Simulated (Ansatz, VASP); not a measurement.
**Si: VASP beside Ansatz**

```
Si
1.0
     0.00000    2.72185    2.72185
     2.72185    0.00000    2.72185
     2.72185    2.72185    0.00000
Si
2
Direct
  0.75000 0.75000 0.75000
  0.50000 0.50000 0.50000
```

Alike in both runs: task single point; functional LDA; k mesh 6 × 6 × 6; occupations gaussian, width 0.1 eV; no spin polarisation.

|  | VASP | Ansatz |
| --- | --- | --- |
| version | VASP 6.6.1 | Ansatz 0.2.0 |
| potentials or method | VASP PAW LDA potentials, release 64 (Si), cutoff 520 eV | scalar-relativistic, plane waves, PAW |
| valence electrons in the cell | 8 | 8 |

|  | VASP | Ansatz | Ansatz less VASP |
| --- | --- | --- | --- |
| gap on the k mesh at the Fermi level (eV) | 0.61 | 0.61 | +0.002 |
| least direct gap on the mesh (eV) | 2.52 | 2.52 | +0.002 |
| pressure (GPa) | -2.0 | -2.1 | -0.04 |

LDA's correlation is that of Perdew and Zunger in VASP and of Perdew and Wang (1992) in Ansatz.
